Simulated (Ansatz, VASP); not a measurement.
## CoSi in VASP and in Ansatz

```xyz
8
Lattice="4.3709 0.0000 0.0000 0.0000 4.3709 0.0000 0.0000 0.0000 4.3709" Properties=species:S:1:pos:R:3 pbc="T T T"
Co    0.6398    0.6398    0.6398
Co    1.5456    3.7311    2.8253
Co    2.8253    1.5456    3.7311
Co    3.7311    2.8253    1.5456
Si    3.6877    3.6877    3.6877
Si    2.8687    0.6832    1.5022
Si    1.5022    2.8687    0.6832
Si    0.6832    1.5022    2.8687
```

Alike in both runs: functional PBE; k mesh 8 × 8 × 8; occupations gaussian, width 0.05 eV; no spin polarisation.

Ansatz relaxed the structure, and its values are those at the end. VASP's run is a single point on that final structure, the one shown.

|  | VASP | Ansatz |
| --- | --- | --- |
| version | VASP 6.6.1 | Ansatz 0.2.0 |
| potentials or method | VASP PAW PBE potentials, release 64 (Co, Si), cutoff 520 eV | scalar-relativistic, plane waves, PAW |
| valence electrons in the cell | 52 | 84 |

|  | VASP | Ansatz | Ansatz less VASP |
| --- | --- | --- | --- |
| gap on the k mesh at the Fermi level (eV) | none | none | - |
| pressure (GPa) | 9.7 | 9.8 | +0.10 |

A gap of «none» marks a metal or a gap that the smearing closes. VASP's potentials hold 52 valence electrons a cell and Ansatz's 84, so a difference there can come from the potentials and not from the codes. Ansatz's warnings: stress scf threshold loose.
